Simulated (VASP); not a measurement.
Wanted: the native input for a VASP 6.6.1 run.

```yaml
Task: single point
Functional: RPBE
Dispersion: D4
Potentials_or_basis: VASP PAW PBE potentials, release 64 (Co, O)
Cutoff: 520 eV
k_mesh: 10 × 10 × 10
Occupations: gaussian, width 0.05 eV
Spin: collinear spin, ferromagnetic start
Starting_moments: "[2.9, 0.23] μB"
Hubbard_terms: Co d U = 3.3 eV
Dipole_correction: no
Further_INCAR_settings: ALGO = Normal; EDIFF = 1e-06; NBANDS = 18
```

The structure of CoO lies in POSCAR:

```
CoO
1.0
    0.0000000000      2.1891653602      2.1891653602
    2.1891653602      0.0000000000      2.1891653602
    2.1891653602      2.1891653602      0.0000000000
Co O
1 1
Direct
    0.0000000000      0.0000000000      0.0000000000
    0.5000000000      0.5000000000      0.5000000000
```

One way to write it, as run:

INCAR

```
SYSTEM = CoO
  ALGO = Normal
  EDIFF = 1E-6
  ENCUT = 520
  GGA = RP
  ISIF = 2
  ISMEAR = 0
  ISPIN = 2
  IVDW = 13
  LASPH = .TRUE.
  LCHARG = .FALSE.
  LDAU = .TRUE.
  LDAUJ = 0 0
  LDAUL = 2 -1
  LDAUPRINT = 1
  LDAUTYPE = 2
  LDAUU = 3.3 0
  LMAXMIX = 4
  LORBIT = 11
  LREAL = .FALSE.
  LWAVE = .FALSE.
  MAGMOM = 2.9 0.23
  NBANDS = 18
  NELM = 150
  PREC = Accurate
  SIGMA = 0.05
```

KPOINTS

```
k-points
0
G
  10 10 10
  0 0 0
```

Potentials or basis: VASP PAW PBE potentials, release 64 (Co, O).

The run is started by

```bash
$ cat potpaw_PBE.64/Co/POTCAR potpaw_PBE.64/O/POTCAR > POTCAR
$ mpirun -np 1 vasp_std > vasp.out
```

Results of the run:

```yaml
Pressure: -13.9 GPa
Band_gap_on_the_k_mesh: zero (filled and empty bands overlap)
Net_moment: 3.00 μB per cell
Site_moments: Co +2.74; O +0.25 μB
Valence_electrons_inside_the_program's_atomic_spheres: Co 7.67; O 4.97
Dispersion_energy_per_atom: -0.559 eV
```

Caveat: the cell stands under tension; the PAW data sets were made with another functional, which shifts forces and pressure a little; a cell with one magnetic atom can't hold antiferromagnetic order, which such compounds often take.

It took 44 s on 1 thread of Intel Xeon 8259CL (shared host), peak memory 0.17 GiB.
